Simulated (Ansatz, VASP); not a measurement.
**Pd: VASP beside Ansatz**

```xyz
5
Lattice="2.7155 0.0000 0.0000 -1.3577 2.3517 0.0000 0.0000 0.0000 24.8687" Properties=species:S:1:pos:R:3 pbc="T T T"
Pd    2.0366    0.3919    8.0104
Pd   -0.6789    1.9597   10.2288
Pd    0.6789    1.1758   12.4343
Pd    2.0366    0.3919   14.6399
Pd   -0.6789    1.9597   16.8583
```

Alike in both runs: functional LDA; k mesh 15 × 15 × 1; occupations fermi-dirac, width 0.05 eV; no spin polarisation.

Ansatz relaxed the structure, and its values are those at the end. VASP's run is a single point on that final structure, the one shown.

|  | VASP | Ansatz |
| --- | --- | --- |
| version | VASP 6.6.1 | Ansatz 0.2.0 |
| potentials or method | VASP PAW LDA potentials, release 64 (Pd), cutoff 520 eV | all-electron LAPW, scalar-relativistic |

|  | VASP | Ansatz | Ansatz less VASP |
| --- | --- | --- | --- |
| rms of the force components (eV/Å) | 0.003 | 0.001 | -0.0023 |

LDA's correlation is that of Perdew and Zunger in VASP and of Perdew and Wang (1992) in Ansatz. Ansatz ran all-electron here, and VASP with PAW potentials.
